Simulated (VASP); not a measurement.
Input of a VASP 6.6.1 run:

Contents of INCAR:

```
PREC     = Accurate       # precision mode
ENCUT    = 520            # plane-wave cutoff, eV
EDIFF    = 1E-6           # SCF threshold, eV
ISMEAR   = 0              # smearing method
SIGMA    = 0.1            # smearing width, eV
LREAL    = False          # projectors in reciprocal space
LASPH    = True           # aspherical terms in the spheres
NELM     = 150            # most SCF steps
ALGO     = Normal         # electronic algorithm
ISIF     = 2              # what is computed and relaxed
LWAVE    = False          # write WAVECAR
LCHARG   = False          # write CHGCAR
ISPIN    = 2              # spin polarisation
MAGMOM   = 0 2 2 2        # initial moments
LORBIT   = 11             # projections on sites
LMAXMIX  = 4              # l up to which the mixer works
GGA      = PE             # functional
NBANDS   = 32             # bands
```

Contents of KPOINTS:

```
Automatic mesh
0
Gamma
  4 4 4
```

The input POSCAR:

```
RbNi3
1.0
    4.0782422856      0.0000000000      0.0000000000
    0.0000000000      4.0782422856      0.0000000000
    0.0000000000      0.0000000000      4.0363236470
Rb Ni
1 3
Direct
    0.0000000000      0.0000000000      0.0000000000
    0.0000000000      0.5000000000      0.5000000000
    0.5000000000      0.0000000000      0.5000000000
    0.5000000000      0.5000000000      0.0000000000
```

Potentials or basis: VASP PAW PBE potentials, release 64 (Rb_sv, Ni).

Run with:

```console
$ cat potpaw_PBE.64/Rb_sv/POTCAR potpaw_PBE.64/Ni/POTCAR > POTCAR
$ mpirun -np 1 vasp_std > vasp.out
```

(1) Estimate the net moment.

(2) Predict the pressure.

## Answers

(1) 1.45 μB per cell.

(2) -0.3 GPa.

Caveat: the k points lie up to 0.39 Å⁻¹ apart.
